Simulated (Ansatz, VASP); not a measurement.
## Two plane-wave programs on NbCd3

```
Nb Cd
1.0
     4.30706    0.00000    0.00000
     0.00000    4.30706    0.00000
     0.00000    0.00000    4.30706
Nb Cd
1 3
Direct
  0.00000 0.00000 0.00000
  0.00000 0.50000 0.50000
  0.50000 0.00000 0.50000
  0.50000 0.50000 0.00000
```

Alike in both runs: functional PBE; k mesh 12 × 12 × 12; occupations gaussian, width 0.1 eV; no spin polarisation.

Ansatz relaxed the structure, and its values are those at the end. VASP's run is a single point on that final structure, the one shown.

|  | VASP | Ansatz |
| --- | --- | --- |
| version | VASP 6.6.1 | Ansatz 0.2.0 |
| potentials or method | VASP PAW PBE potentials, release 64 (Nb_sv, Cd), cutoff 520 eV | scalar-relativistic, plane waves, PAW |
| valence electrons in the cell | 49 | 73 |

Ansatz gave:

| Property | Result |
| --- | --- |
| gap on the k mesh at the Fermi level (eV) | none |
| pressure (GPa) | 0.0 |

**Question.** What did VASP give for the same quantities?

**Answer.** gap on the k mesh at the Fermi level (eV): none; pressure (GPa): 0.4.

A gap of «none» marks a metal or a gap that the smearing closes. With one functional, cell and mesh, what is left measures potentials, basis and numerics. VASP's potentials hold 49 valence electrons a cell and Ansatz's 73, so a difference there can come from the potentials and not from the codes.
